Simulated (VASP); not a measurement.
# Ru in VASP: notebook

The runs below take Ru through single point, with PBE.

Everything below comes from runs of VASP 6.6.1. Logs are shortened: lines on timing, memory, paths and dates and some standing lists are left out, and cuts for length are marked.

## Step 1: The cell of the first run

It takes space group P6_3/mmc (No. 194, hexagonal). The conventional cell has a = 2.706 Å, b = 2.706 Å, c = 4.282 Å, α = 90.00°, β = 90.00°, γ = 120.00°. Ru (site symmetry -6m2) has 12 Ru at 2.65 to 2.71 Å within 3.5 Å.

## Step 2: Single point, PBE

The input, INCAR:

```
PREC = Accurate
ENCUT = 520
EDIFF = 1E-7
ISMEAR = 0
SIGMA = 0.05
LREAL = F
LASPH = T
NELM = 100
ALGO = Fast
ISIF = 2
LWAVE = F
LCHARG = F
GGA = PE
NBANDS = 21
```

The input, KPOINTS:

```
regular mesh
0
Gamma
  15 15 8
```

The input, POSCAR:

```
Ru
1.0
    2.7058000000      0.0000000000      0.0000000000
   -1.3529000000      2.3432915376      0.0000000000
    0.0000000000      0.0000000000      4.2819000000
Ru
2
Direct
    0.3333333333      0.6666666667      0.2500000000
    0.6666666667      0.3333333333      0.7500000000
```

Potentials or basis: VASP PAW PBE potentials, release 64 (Ru_pv).

The run is started by

```console
$ cat potpaw_PBE.64/Ru_pv/POTCAR > POTCAR
$ mpirun -np 1 vasp_std > vasp.out
```

OUTCAR:

```text
PREC = Accurate
   ENCUT = 520
   EDIFF = 1E-7
   ISMEAR = 0
   LREAL = F
   LASPH = T
   NELM = 100
   ISIF = 2
   GGA = PE

 ion  position               nearest neighbor table
   1  0.333  0.667  0.250-   2 2.65   2 2.65   2 2.65   2 2.65   2 2.65   2 2.65
   2  0.667  0.333  0.750-   1 2.65   1 2.65   1 2.65   1 2.65   1 2.65   1 2.65

  LATTYP: Found a hexagonal cell.
 ALAT       =     2.7058000000
 C/A-ratio  =     1.5824894671

  Lattice vectors:

 A1 = (   2.7058000000,   0.0000000000,   0.0000000000)
 A2 = (  -1.3529000000,   2.3432915376,   0.0000000000)
 A3 = (   0.0000000000,   0.0000000000,   4.2819000000)

Analysis of symmetry for initial positions (statically):
=====================================================================
 Subroutine PRICEL returns:
 Original cell was already a primitive cell.

 Routine SETGRP: Setting up the symmetry group for a
 hexagonal supercell.

 Subroutine GETGRP returns: Found 24 space group operations
 (whereof 12 operations were pure point group operations)
 out of a pool of 24 trial point group operations.

The static configuration has the point symmetry D_3d.
 The point group associated with its full space group is D_6h.

Analysis of symmetry for dynamics (positions and initial velocities):
=====================================================================
 Subroutine PRICEL returns:
 Original cell was already a primitive cell.

 Routine SETGRP: Setting up the symmetry group for a
 hexagonal supercell.

 Subroutine GETGRP returns: Found 24 space group operations
 (whereof 12 operations were pure point group operations)
 out of a pool of 24 trial point group operations.

The dynamic configuration has the point symmetry D_3d.
 The point group associated with its full space group is D_6h.

 Subroutine INISYM returns: Found 24 space group operations
 (whereof 12 operations are pure point group operations),
 and found     1 'primitive' translations

----------------------------------------------------------------------------------------

                                     Primitive cell

  volume of cell :      27.1493

  direct lattice vectors                    reciprocal lattice vectors
     2.705800000  0.000000000  0.000000000     0.369576465  0.213375072  0.000000000
    -1.352900000  2.343291538  0.000000000     0.000000000  0.426750144  0.000000000
     0.000000000  0.000000000  4.281900000     0.000000000  0.000000000  0.233541185

  length of vectors
     2.705800000  2.705800000  4.281900000     0.426750144  0.426750144  0.233541185

  position of ions in fractional coordinates (direct lattice)
     0.333333333  0.666666667  0.250000000
     0.666666667  0.333333333  0.750000000

  ion indices of the primitive-cell ions
   primitive index   ion index
                 1           1
                 2           2

----------------------------------------------------------------------------------------

 KPOINTS: regular mesh

Automatic generation of k-mesh.
 Grid dimensions read from file:
 generate k-points for:   15   15    8

 Generating k-lattice:

  Cartesian coordinates                     Fractional coordinates (reciprocal lattice)
     0.024638431  0.014225005  0.000000000     0.066666667  0.000000000  0.000000000
     0.000000000  0.028450010  0.000000000     0.000000000  0.066666667  0.000000000
     0.000000000  0.000000000  0.029192648     0.000000000  0.000000000  0.125000000

  Length of vectors
     0.028450010  0.028450010  0.029192648

  Shift w.r.t. Gamma in fractional coordinates (k-lattice)
     0.000000000  0.000000000  0.000000000

 Subroutine IBZKPT returns following result:
 ===========================================

 Found    135 irreducible k-points:

 Following reciprocal coordinates:
            Coordinates               Weight
  0.000000  0.000000  0.000000      1.000000
  0.066667  0.000000  0.000000      6.000000
  0.133333  0.000000  0.000000      6.000000
  0.200000  0.000000  0.000000      6.000000
  0.266667  0.000000  0.000000      6.000000
  0.333333  0.000000  0.000000      6.000000
[... 16 lines left out ...]
  0.333333  0.200000  0.000000     12.000000
  0.400000  0.200000  0.000000      6.000000
 [... further k-points ...]
   k-points           NKPTS =    135   k-points in BZ     NKDIM =    135   number of bands    NBANDS=     21
   number of dos      NEDOS =    301   number of ions     NIONS =      2
   total plane-waves  NPLWV =  12800
   dimension x,y,z NGX =    20 NGY =   20 NGZ =   32
   dimension x,y,z NGXF=    40 NGYF=   40 NGZF=   64
   ions per type =               2
   NGX,Y,Z   is equivalent  to a cutoff of  12.29, 12.29, 12.42 a.u.
   NGXF,Y,Z  is equivalent  to a cutoff of  24.58, 24.58, 24.85 a.u.
 SYSTEM =  unknown system
   PREC   = accura    normal or accurate (medium, high low for compatibility)
   ISTART =      0    job   : 0-new  1-cont  2-samecut
   ICHARG =      2    charge: 1-file 2-atom 10-const
   ISPIN  =      1    spin polarized calculation?
   LNONCOLLINEAR =      F non collinear calculations
   LSORBIT =      F    spin-orbit coupling
   LASPH  =      T    aspherical Exc in radial PAW
   ENCUT  =  520.0 eV  38.22 Ry    6.18 a.u.   5.03  5.03  7.96*2*pi/ulx,y,z
   NELM   =    100;   NELMIN=  2; NELMDL= -5     # of ELM steps
   EDIFF  = 0.1E-06   stopping-criterion for ELM
   LREAL  =      F    real-space projection
   EDIFFG = 0.1E-05   stopping-criterion for IOM
   NSW    =      0    number of steps for IOM
   IBRION =     -1    ionic relax: 0-MD 1-quasi-New 2-CG
   NFREE  =      0    steps in history (QN), initial steepest desc. (CG)
   ISIF   =      2    stress and relaxation
   ISYM   =      2    0-nonsym 1-usesym 2-fastsym
   POTIM  = 0.5000    time-step for ionic-motion
   TEBEG  =    0.0;   TEEND  =   0.0 temperature during run
   PSTRESS=    0.0 pullay stress
   NELECT =      28.0000    total number of electrons
   NUPDOWN=      -1.0000    fix difference up-down
   EMIN   =  10.00;   EMAX   =-10.00  energy-range for DOS
   EFERMI =   0.00;   METHOD = LEGACY
   ISMEAR =     0;   SIGMA  =   0.05  broadening in eV -4-tet -1-fermi 0-gaus
   EFERMI_NEDOS =   21; number of points for ismear=-14 and -15
   IALGO  =     68    algorithm
   IMIX   =      4    mixing-type and parameters
     AMIX     =   0.40;   BMIX     =  1.00
     AMIX_MAG =   1.60;   BMIX_MAG =  1.00
  volume/ion in A,a.u.               =      13.57        91.61
  Fermi-wavevector in a.u.,A,eV,Ry     =   1.654022  3.125649 37.222674  2.735789
  Thomas-Fermi vector in A             =   2.742361
   LORBIT       =      0    0 simple, 1 ext, 2 COOP (PROOUT), +10 PAW based schemes
   GGA     = PE    functional components
   LHFCALC =     F    Hartree Fock is set to
   AEXX    =    0.0000 exact exchange contribution
   IVDW    =     0    specifies the selected vdW correction
   LEPSILON=     F    determine dielectric tensor
   LRPA    =     F    only Hartree local field effects (RPA)
 non-spin polarized calculation
 RMM-DIIS sequential band-by-band and
 Gauss-broadening in eV      SIGMA  =   0.05
  energy-cutoff  :      520.00
  volume of cell :       27.15
 maximum number of plane-waves:       750
 NGX is ok and might be reduce to    20
   NGX =  9   NGY =  9   NGZ = 15

 number of electron      28.0000008 magnetization

 Free energy of the ion-electron system (eV)
  ---------------------------------------------------
  ext. energy  EPLUGINS =         0.00000000
  ---------------------------------------------------
  free energy    TOTEN  =       -18.46898901 eV

  energy without entropy =      -18.46720732  energy(sigma->0) =      -18.46809817

 E-fermi :  12.8204     XC(G=0): -14.1212

 val. band max:       12.8022574222   @ k =   0.2667   0.2000   0.1250
 cond. band min:      12.8260764273   @ k =   0.0000   0.0000   0.3750
 fundamental gap:      0.0238190051
 Fermi energy:        12.8204262563

 k-point     1 :       0.0000    0.0000    0.0000
  band No.  band energies     occupation
      1     -30.8058      2.00000
      2     -29.8761      2.00000
      3     -29.8761      2.00000
      4     -29.7059      2.00000
      5     -29.7059      2.00000
      6     -29.6620      2.00000
[... 13 lines left out ...]
     20      23.2588      0.00000
     21      23.2885      0.00000

 k-point     2 :       0.0667    0.0000    0.0000
  band No.  band energies     occupation
      1     -30.7906      2.00000
      2     -29.9084      2.00000
      3     -29.8870      2.00000
      4     -29.7397      2.00000
      5     -29.7104      2.00000
      6     -29.6690      2.00000
[... 13 lines left out ...]
     20      23.2588      0.00000
     21      23.2840      0.00000

 k-point     3 :       0.1333    0.0000    0.0000
  band No.  band energies     occupation
      1     -30.7464      2.00000
      2     -29.9997      2.00000
      3     -29.9172      2.00000
      4     -29.8339      2.00000
      5     -29.7234      2.00000
      6     -29.6901      2.00000
[... 13 lines left out ...]
     20      23.2588      0.00000
     21      23.2752      0.00000

 k-point     4 :       0.2000    0.0000    0.0000
  band No.  band energies     occupation
      1     -30.6770      2.00000
      2     -30.1344      2.00000
      3     -29.9693      2.00000
      4     -29.9603      2.00000
      5     -29.7439      2.00000
      6     -29.7254      2.00000
[... 13 lines left out ...]
     20      23.2587      0.00000
     21      23.2685      0.00000

 k-point     5 :       0.2667    0.0000    0.0000
  band No.  band energies     occupation
      1     -30.5889      2.00000
      2     -30.2891      2.00000
      3     -30.1201      2.00000
      4     -30.0081      2.00000
      5     -29.7743      2.00000
      6     -29.7686      2.00000
[... 13 lines left out ...]
     20      23.2591      0.00000
     21      23.2647      0.00000

 k-point     6 :       0.3333    0.0000    0.0000
  band No.  band energies     occupation
      1     -30.4912      2.00000
      2     -30.4368      2.00000
      3     -30.2601      2.00000
      4     -30.0525      2.00000
      5     -29.8342      2.00000
      6     -29.7932      2.00000
[... 13 lines left out ...]
     20      23.2583      0.00000
     21      24.4070      0.00000

 k-point     7 :       0.4000    0.0000    0.0000
  band No.  band energies     occupation
      1     -30.5518      2.00000
      2     -30.3979      2.00000
      3     -30.3669      2.00000
      4     -30.0865      2.00000
      5     -29.8979      2.00000
      6     -29.8128      2.00000
[... 13 lines left out ...]
     20      23.5777      0.00000
     21      23.7178      0.00000
[... 291 lines left out ...]
      1     -30.5793      2.00000
      2     -30.3937      2.00000
      3     -30.2988      2.00000
      4     -30.1686      2.00000
      5     -29.9729      2.00000
      6     -29.9060      2.00000
[... 13 lines left out ...]
     20      24.3479      0.00000
     21      25.4291      0.00000

 k-point    21 :       0.2000    0.2000    0.0000
  band No.  band energies     occupation
      1     -30.4656      2.00000
      2     -30.3531      2.00000
      3     -30.3359      2.00000
      4     -30.0540      2.00000
      5     -29.8916      2.00000
      6     -29.8507      2.00000
[... 13 lines left out ...]
     20      24.9994      0.00000
     21      25.4293      0.00000

 k-point    22 :       0.2667    0.2000    0.0000
  band No.  band energies     occupation
      1     -30.4546      2.00000
      2     -30.3725      2.00000
      3     -30.3675      2.00000
      4     -30.1291      2.00000
      5     -29.9469      2.00000
      6     -29.9158      2.00000
[... 13 lines left out ...]
     20      24.0989      0.00000
     21      24.4408      0.00000

 k-point    23 :       0.3333    0.2000    0.0000
  band No.  band energies     occupation
      1     -30.5228      2.00000
      2     -30.3685      2.00000
      3     -30.2876      2.00000
      4     -30.2029      2.00000
      5     -29.9821      2.00000
      6     -29.9816      2.00000
[... 13 lines left out ...]
     20      24.5890      0.00000
     21      25.7883      0.00000

 k-point    24 :       0.4000    0.2000    0.0000
  band No.  band energies     occupation
      1     -30.5465      2.00000
      2     -30.3598      2.00000
      3     -30.2464      2.00000
      4     -30.2388      2.00000
      5     -30.0160      2.00000
      6     -29.9941      2.00000
[... 13 lines left out ...]
     20      23.2604      0.00000
     21      25.1561      0.00000

 [... further k-points ...]
[... 5 lines left out ...]
  --------------------------------------------------------------------------------------
  -------------------------------------------------------------------------------------
  Total        0.7685615      0.7685615      0.6824580      0.0000000      0.0000000      0.0000000
  in kB       45.3555756     45.3555756     40.2742987      0.0000000      0.0000000      0.0000000
  external PRESSURE =      43.6618166 kB  Pullay stress =       0.0000000 kB

 VOLUME and BASIS-vectors are now :
 -----------------------------------------------------------------------------
  energy-cutoff  :      520.00
  volume of cell :       27.15
      direct lattice vectors                 reciprocal lattice vectors
     2.705800000  0.000000000  0.000000000     0.369576465  0.213375072  0.000000000
    -1.352900000  2.343291538  0.000000000     0.000000000  0.426750144  0.000000000
     0.000000000  0.000000000  4.281900000     0.000000000  0.000000000  0.233541185

 POSITION                                       TOTAL-FORCE (eV/Angst)
 -----------------------------------------------------------------------------------
     -0.00000      1.56219      1.07048         0.000000      0.000000      0.000000
      1.35290      0.78110      3.21143        -0.000000     -0.000000      0.000000
 -----------------------------------------------------------------------------------
    total drift:                               -0.000000      0.000000     -0.000000

  FREE ENERGIE OF THE ION-ELECTRON SYSTEM (eV)
  ---------------------------------------------------
  free  energy   TOTEN  =       -18.4689890119 eV

  energy  without entropy=      -18.4672073185  energy(sigma->0) =      -18.46809817
```

It took 51 s on 1 thread of Intel Xeon Platinum 8259CL at 2.50GHz (Skylake/Cascade Lake), shared host; peak memory 0.18 GiB.

What came out:

```yaml
Free_energy: -18.4690 eV
Pressure: 4.4 GPa
Band_gap_on_the_k_mesh: zero (band 14 reaches 14.40 eV, above the bottom of band 15 at 11.32 eV)
```

Levels at points of the mesh, in eV from the Fermi level:
```
           k point  band 11  band 12  band 13  band 14  band 15  band 16  band 17  band 18
(0.00, 0.00, 0.00)    -2.40    -1.89    -1.89    -1.37    -1.37     1.20     1.20     1.32
(0.00, 0.00, 0.50)    -2.74    -2.74    -2.69    -2.69     0.57     0.57     0.57     0.57
```

## Step 3: Single point, PBE

This run uses another cell than the first one, of 14.39 Å³/atom, 1.060 times its volume.

The input, INCAR:

```
SYSTEM = Ru
ALGO = Normal
EDIFF = 1E-7
ENCUT = 520
GGA = PE
ISIF = 2
ISMEAR = 0
LASPH = .TRUE.
LCHARG = .TRUE.
LELF = .TRUE.
LREAL = .FALSE.
LVHAR = .TRUE.
LWAVE = .FALSE.
NBANDS = 21
NELM = 80
PREC = Accurate
SIGMA = 0.05
```

The input, KPOINTS:

```
k-points
0
G
  15 15 8
  0 0 0
```

The input, POSCAR:

```
Ru
1.0
    2.7588683749      0.0000000000      0.0000000000
   -1.3794341875      2.3892500984      0.0000000000
    0.0000000000      0.0000000000      4.3658801443
Ru
2
Direct
    0.3333333333      0.6666666667      0.2500000000
    0.6666666667      0.3333333333      0.7500000000
```

Potentials or basis: VASP PAW PBE potentials, release 64 (Ru_pv).

The run is started by

```console
$ cat potpaw_PBE.64/Ru_pv/POTCAR > POTCAR
$ mpirun -np 1 vasp_std > vasp.out
```

Wall time 49 s (1 thread of Intel Xeon Platinum 8259CL at 2.50GHz (Skylake/Cascade Lake), shared host); peak memory 0.19 GiB.

The run converged. Its results:

```
Free energy            : -18.4231 eV
Pressure               : -12.6 GPa
Band gap on the k mesh : zero (band 14 reaches 13.22 eV, above the bottom of band 15 at 10.41 eV)
```

Stress tensor (GPa, compression positive):
```
-12.12   0.00   0.00
  0.00 -12.12   0.00
  0.00   0.00 -13.59
```

Levels at points of the mesh, in eV from the Fermi level:
| k point | band 11 | band 12 | band 13 | band 14 | band 15 | band 16 | band 17 | band 18 |
| --- | --- | --- | --- | --- | --- | --- | --- | --- |
| (0.00, 0.00, 0.00) | -2.20 | -1.74 | -1.74 | -1.26 | -1.26 | 1.10 | 1.10 | 1.26 |
| (0.00, 0.00, 0.50) | -2.51 | -2.51 | -2.50 | -2.50 | 0.51 | 0.51 | 0.51 | 0.51 |

(Continued in part 2 of 2.)
